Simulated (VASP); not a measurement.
Here is a VASP 6.6.1 calculation.

The input INCAR:

```
SYSTEM = ZrO2
PREC = Accurate
ENCUT = 600
EDIFF = 1E-6
ISMEAR = 0
SIGMA = 0.01
LREAL = .FALSE.
LASPH = .TRUE.
NELM = 120
ALGO = Normal
ISIF = 2
LWAVE = .FALSE.
LCHARG = .FALSE.
GGA = PE
NBANDS = 19
GGA_COMPAT = .FALSE.
```

KPOINTS

```
Automatic mesh
0
G
  4 4 4
  0 0 0
```

File POSCAR:

```
ZrO2
1.0
    0.0000000000      2.5015745131      2.5015745131
    2.5015745131      0.0000000000      2.5015745131
    2.5015745131      2.5015745131      0.0000000000
Zr O
1 2
Direct
    0.0000000000      0.0000000000      0.0000000000
    0.2500000000      0.2500000000      0.2500000000
    0.7500000000      0.7500000000      0.7500000000
```

Potentials or basis: VASP PAW PBE potentials, release 64 (Zr_sv, O).

Run with:

```console
$ cat potpaw_PBE.64/Zr_sv/POTCAR potpaw_PBE.64/O/POTCAR > POTCAR
$ mpirun -np 1 vasp_std > vasp.out
```

**Question.** What does it give for the pressure?

**Answer.** 18.3 GPa.

**Question.** Predict the band gap on the k mesh.

**Answer.** 3.49 eV, indirect (least direct gap 3.98 eV).

Caveat: the k points lie up to 0.54 Å⁻¹ apart. A k mesh can miss the band edges.
